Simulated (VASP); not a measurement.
The system is Sn2TeSe.

```
Se Te Sn
1.0
     2.19119    1.26508    7.12420
    -2.19119    1.26508    7.12420
     0.00000   -2.53016    7.12420
Se Te Sn
1 1 2
Direct
  0.00000 0.00000 0.00000
  0.50000 0.50000 0.50000
  0.25553 0.25553 0.25553
  0.74447 0.74447 0.74447
```

Base run:

```yaml
Program: VASP 6.6.1
Functional: PBE
Potentials_or_basis: VASP PAW PBE potentials, release 64 (Se, Te, Sn_d)
Cutoff: 520 eV
k_mesh: 8 × 8 × 8
Occupations: fermi-dirac, width 0.02 eV
Spin: no spin polarisation
```

Its results: band gap on the k mesh 0.22 eV; pressure 0.9 GPa.

Question: The run is repeated on the same cell with these changes: functional from PBE to r2SCAN. What comes out?

Answer: Band gap on the k mesh 0.08 eV; pressure 0.1 GPa.

Caveats: semilocal functionals underestimate gaps, and a narrow one can read as zero; spin-orbit coupling is left out, which moves the levels of the heavy elements; the PAW data sets were made with another functional, which shifts forces and pressure a little (at least some runs).

A k mesh can miss the band edges.
